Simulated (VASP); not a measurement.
A run of VASP 6.6.1 is set up as follows.

The input POSCAR:

```
C
1.0
    0.0000000000      1.7835000000      1.7835000000
    1.7835000000      0.0000000000      1.7835000000
    1.7835000000      1.7835000000      0.0000000000
C
2
Direct
    0.0000000000      0.0000000000      0.0000000000
    0.2500000000      0.2500000000      0.2500000000
```

The input INCAR.step1:

```
SYSTEM = C
ALGO = Normal
EDIFF = 1E-8
ENCUT = 500
GGA = PE
ISMEAR = 0
LASPH = .True.
LCHARG = .False.
LREAL = .False.
LWAVE = .True.
NELM = 80
PREC = Accurate
SIGMA = 0.01
```

The input INCAR.step2:

```
SYSTEM = C
ALGO = Exact
EDIFF = 1E-8
ENCUT = 500
GGA = PE
ISMEAR = 0
ISTART = 1
LASPH = .True.
LCHARG = .False.
LOPTICS = .True.
LREAL = .False.
LWAVE = .True.
NBANDS = 114
NELM = 1
PREC = Accurate
SIGMA = 0.01
```

Contents of INCAR.step3:

```
SYSTEM = C
ALGO = EVGW0
EDIFF = 1E-8
ENCUT = 500
ENCUTGW = 180.0
GGA = PE
ISMEAR = 0
ISTART = 1
LASPH = .True.
LCHARG = .False.
LREAL = .False.
LWAVE = .False.
NBANDS = 114
NBANDSGW = 12
NELMGW = 1
NOMEGA = 48
PREC = Accurate
PRECFOCK = Fast
SIGMA = 0.01
```

Contents of KPOINTS:

```
k-points
0
Gamma
  4 4 4
  0 0 0
```

Potentials or basis: VASP PAW PBE potentials, release 64 (C_GW).

Command:

```bash
$ cat potpaw_PBE.64/C_GW/POTCAR > POTCAR
$ cp INCAR.step1 INCAR
$ mpirun -np 1 vasp_std > vasp.out
$ cp INCAR.step2 INCAR
$ mpirun -np 1 vasp_std > vasp.out
$ cp INCAR.step3 INCAR
$ mpirun -np 1 vasp_std > vasp.out
```

(1) Estimate the quasiparticle gap.

(2) Predict the least direct quasiparticle gap.

(3) What does it give for the band gap on the k mesh, mean-field level?

Results:

(1) 5.82 eV.

(2) 7.28 eV.

(3) 4.43 eV, indirect (least direct gap 5.58 eV).

Caveat: the k points lie up to 0.76 Å⁻¹ apart; bands, screening cutoff and mesh are small and nothing is extrapolated, so the quasiparticle values aren't converged.
